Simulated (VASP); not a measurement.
Wanted: the native input for a VASP 6.6.1 run.

- Task: single point
- Functional: PBEsol
- Dispersion: D3(BJ)
- Potentials or basis: VASP PAW PBE potentials, release 64 (Bi_d)
- Cutoff: 520 eV
- k mesh: 18 × 18 × 18
- Occupations: gaussian, width 0.15 eV
- Spin: no spin polarisation
- Dipole correction: no
- Further INCAR settings: ALGO = Fast; EDIFF = 1e-07; NBANDS = 14

The structure of Bi lies in POSCAR:

```
Bi
1.0
   -1.5876586832      1.5876586832      2.4859559661
    1.5876586832     -1.5876586832      2.4859559661
    1.5876586832      1.5876586832     -2.4859559661
Bi
1
Direct
    0.0000000000      0.0000000000      0.0000000000
```

One way to write it, as run:

INCAR

```
SYSTEM = Bi
ALGO = Fast
EDIFF = 1E-7
ENCUT = 520
GGA = PS
ISIF = 2
ISMEAR = 0
IVDW = 12
LASPH = .TRUE.
LCHARG = .FALSE.
LREAL = .FALSE.
LWAVE = .FALSE.
NBANDS = 14
NELM = 80
PREC = Accurate
SIGMA = 0.15
```

KPOINTS

```
k-points
0
G
  18 18 18
  0 0 0
```

Potentials or basis: VASP PAW PBE potentials, release 64 (Bi_d).

Run with:

```sh
$ cat potpaw_PBE.64/Bi_d/POTCAR > POTCAR
$ mpirun -np 1 vasp_std > vasp.out
```

It gave:

```json
{
  "Pressure": "12.8 GPa",
  "Band gap on the k mesh": "zero (an odd number of electrons rules out a gap without spin polarisation)",
  "Dispersion energy per atom": "-0.656 eV"
}
```

Caveat: the cell stands under pressure; the PAW data sets were made with another functional, which shifts forces and pressure a little; spin-orbit coupling is left out, which moves the levels of the heavy elements.

It took 2.5 min on 1 thread of AMD EPYC 9R45 96-Core Processor (Zen 5), with other jobs on the host, peak memory 0.25 GiB.
